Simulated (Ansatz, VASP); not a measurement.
## One calculation of Co, two programs

```xyz
1
Lattice="-1.4053 1.4053 1.4053 1.4053 -1.4053 1.4053 1.4053 1.4053 -1.4053" Properties=species:S:1:pos:R:3 pbc="T T T"
Co    0.0000    0.0000    0.0000
```

Alike in both runs: task single point; functional PBE; k mesh 17 × 17 × 17; occupations methfessel-paxton of order 1, width 0.0457 eV; no spin polarisation.

|  | VASP | Ansatz |
| --- | --- | --- |
| version | VASP 6.6.1 | Ansatz 0.2.0 |
| potentials or method | VASP PAW PBE potentials, release 64 (Co), cutoff 600 eV | PAW plane waves |
| valence electrons in the cell | 9 | 17 |

```tsv
	VASP	Ansatz	Ansatz less VASP
pressure (GPa)	-11.8	-11.3	+0.53
```

VASP's potentials hold 9 valence electrons a cell and Ansatz's 17, so a difference there can come from the potentials and not from the codes.
